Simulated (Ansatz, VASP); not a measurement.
# NaH: VASP beside Ansatz

```
CELL_PARAMETERS angstrom
3.30831 0.00000 0.00000
-1.65416 2.86508 0.00000
0.00000 0.00000 3.02513
ATOMIC_POSITIONS crystal
Na 0.33333 0.66667 0.50000
H 0.66667 0.33333 0.00000
```

Alike in both runs: task single point; functional PBE; k mesh 12 × 12 × 10; occupations gaussian, width 0.02 eV; no spin polarisation.

|  | VASP | Ansatz |
| --- | --- | --- |
| version | VASP 6.6.1 | Ansatz 0.2.0 |
| potentials or method | VASP PAW PBE potentials, release 64 (Na_pv, H), cutoff 500 eV | scalar-relativistic, plane waves, PAW |
| valence electrons in the cell | 8 | 10 |

VASP gave:

| Item | Value |
| --- | --- |
| gap on the k mesh at the Fermi level (eV) | 2.31 |
| least direct gap on the mesh (eV) | 4.32 |

Estimate Ansatz's values.

gap on the k mesh at the Fermi level (eV): 2.31; least direct gap on the mesh (eV): 4.33.

VASP's potentials hold 8 valence electrons a cell and Ansatz's 10, so a difference there can come from the potentials and not from the codes.
